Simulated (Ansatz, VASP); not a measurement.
## Two plane-wave programs on ZnSn4N

File INCAR:

```
ALGO = Normal
EDIFF = 1E-6
EDIFFG = -0.01
ENCUT = 600
GGA = PE
IBRION = 2
ISIF = 3
ISMEAR = 0
LASPH = True
LCHARG = False
LREAL = False
LWAVE = False
NELM = 60
NSW = 100
PREC = Accurate
SIGMA = 0.1
```

The input KPOINTS:

```
k-points
0
Gamma
  8 8 8
```

File POSCAR:

```
ZnSn4N
1.0
    0.0000000000      4.2684285205      4.2684285205
    4.2684285205      0.0000000000      4.2684285205
    4.2684285205      4.2684285205      0.0000000000
Zn Sn N
1 4 1
Direct
    0.0000000000      0.0000000000      0.0000000000
    0.3752613954      0.3752613954      0.8742158137
    0.3752613954      0.8742158137      0.3752613954
    0.8742158137      0.3752613954      0.3752613954
    0.3752613954      0.3752613954      0.3752613954
    0.7500000000      0.7500000000      0.7500000000
```

Input for Ansatz:

```yaml
crystal:
  lattice:
    - [0.0, 4.2684285205, 4.2684285205]
    - [4.2684285205, 0.0, 4.2684285205]
    - [4.2684285205, 4.2684285205, 0.0]
  atoms:
    - { symbol: Zn, position: [0.0, 0.0, 0.0] }
    - { symbol: Sn, position: [0.3752613954, 0.3752613954, 0.8742158137] }
    - { symbol: Sn, position: [0.3752613954, 0.8742158137, 0.3752613954] }
    - { symbol: Sn, position: [0.8742158137, 0.3752613954, 0.3752613954] }
    - { symbol: Sn, position: [0.3752613954, 0.3752613954, 0.3752613954] }
    - { symbol: "N", position: [0.75, 0.75, 0.75] }
basis:
  ecutwfc: 420
kpoints:
  mp_grid: { grid: [8, 8, 8] }
hamiltonian:
  xc: pbe
scf:
  occupations: { method: gaussian, width: 0.1 }
output:
  forces: true
  stress: true
  eigenvalues: true
relax:
  adjacent_minimum: "off"
  f_tol: 0.01
  max_steps: 80
  cell: { stress_tol: 0.05 }
```

Change from the starting cell: species swapped into the LuNi4Sn type (F-43m, No. 216).

Alike in both runs: task relaxation of cell and atoms; functional PBE; k mesh 8 × 8 × 8; occupations gaussian, width 0.1 eV; no spin polarisation.

```csv
,VASP,Ansatz
version,VASP 6.6.1,Ansatz 0.2.0
potentials or method,"VASP PAW PBE potentials, release 64 (Zn, Sn_d, N), cutoff 600 eV","scalar-relativistic, plane waves, PAW"
valence electrons in the cell,73,73
```

```tsv
	VASP	Ansatz	Ansatz less VASP
gap on the k mesh at the Fermi level, each at its own relaxed structure (eV)	none	none	-
relaxed volume (Å³/atom)	26.02	26.06	+0.036
relaxed length of the cell vector where the two differ most in proportion (Å)	6.044	6.047	+0.0028
```

A gap of «none» marks a metal or a gap that the smearing closes.
